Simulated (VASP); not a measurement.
InGa2As3, 6 atoms in the cell. The structure is tetragonal, space group I-4m2 (No. 119). The conventional cell has a = 4.170 Å, b = 4.170 Å, c = 17.692 Å, α = 90.00°, β = 90.00°, γ = 90.00°. In (site symmetry -4m2) has 4 As at 2.65 Å within 3.5 Å. Ga (site symmetry 2mm) has 4 As at 2.50 to 2.51 Å within 3.3 Å. As (site symmetry -4m2) has 4 Ga at 2.51 Å within 3.3 Å. As (site symmetry 2mm) has 2 Ga at 2.50 Å and 2 In at 2.65 Å within 3.3 Å. 

| Quantity | Value |
| --- | --- |
| Program | VASP 6.6.1 |
| Task | single point |
| Functional | PBE |
| Potentials or basis | VASP PAW PBE potentials, release 64 (In_d, Ga_d, As) |
| Cutoff | 520 eV |
| k mesh | 6 × 6 × 6 |
| Occupations | gaussian, width 0.2 eV |
| Spin | no spin polarisation |
| Dipole correction | no |
| Further INCAR settings | ALGO = Normal; EDIFF = 1e-07; NBANDS = 36 |

Potentials or basis: VASP PAW PBE potentials, release 64 (In_d, Ga_d, As).

Run with:

```sh
$ cat potpaw_PBE.64/In_d/POTCAR potpaw_PBE.64/Ga_d/POTCAR potpaw_PBE.64/As/POTCAR > POTCAR
$ mpirun -np 1 vasp_std > vasp.out
```

Hardware: 1 thread of AMD EPYC 9R45 96-Core Processor (Zen 5), with other jobs on the host.

Question: Estimate the wall time of this run.

Answer: Wall time 9.4 min on 1 thread of AMD EPYC 9R45 96-Core Processor (Zen 5) (shared host), peak memory 0.69 GiB. Counts: scf iterations 15, k points 30.
